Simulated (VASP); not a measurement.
Set up this calculation in VASP 6.6.1, as the native input.

| Property | Result |
| --- | --- |
| Task | single point |
| Functional | r2SCAN |
| Potentials or basis | VASP PAW PBE potentials, release 64 (Nb_sv) |
| Cutoff | 520 eV |
| k mesh | 11 × 11 × 11 |
| Occupations | fermi-dirac, width 0.05 eV |
| Spin | no spin polarisation |
| Dipole correction | no |
| Further INCAR settings | ALGO = Normal; EDIFF = 1e-06; NBANDS = 12 |

The system is Nb.

```xyz
1
Lattice="0.0000 2.1565 2.1565 2.1565 0.0000 2.1565 2.1565 2.1565 0.0000" Properties=species:S:1:pos:R:3 pbc="T T T"
Nb    0.0000    0.0000    0.0000
```

These files were run (other wordings do the same):

POSCAR

```
Nb
1.0
    0.0000000000      2.1564811194      2.1564811194
    2.1564811194      0.0000000000      2.1564811194
    2.1564811194      2.1564811194      0.0000000000
Nb
1
Direct
    0.0000000000      0.0000000000      0.0000000000
```

INCAR.step1

```
SYSTEM = Nb
PREC = Accurate ; ENCUT = 520
ISMEAR = -1 ; SIGMA = 0.05
LREAL = .False. ; LASPH = .True.
NELM = 100 ; NBANDS = 12
GGA = PE ; ALGO = Normal
EDIFF = 1E-4 ; LWAVE = .True.
LCHARG = .False.
```

INCAR.step2

```
SYSTEM = Nb
PREC = Accurate ; ENCUT = 520
EDIFF = 1E-6 ; ISMEAR = -1
SIGMA = 0.05 ; LREAL = .False.
LASPH = .True. ; NELM = 100
ALGO = Normal ; ISIF = 2
LWAVE = .False. ; LCHARG = .True.
METAGGA = R2SCAN ; LMIXTAU = .True.
LELF = .True. ; LVHAR = .True.
NBANDS = 12 ; ISTART = 1
```

KPOINTS

```
Automatic mesh
0
Gamma
  11 11 11
  0 0 0
```

Potentials or basis: VASP PAW PBE potentials, release 64 (Nb_sv).

The run is started by

```console
$ cat potpaw_PBE.64/Nb_sv/POTCAR > POTCAR
$ cp INCAR.step1 INCAR
$ mpirun -np 1 vasp_std > vasp.out
$ cp INCAR.step2 INCAR
$ mpirun -np 1 vasp_std > vasp.out
```

Results of the run:

- Pressure: -10.7 GPa

Caveat: the PAW data sets were made with another functional, which shifts forces and pressure a little.

It took 2.4 min on 1 thread of AMD EPYC 7R13 (shared host), peak memory 0.12 GiB.
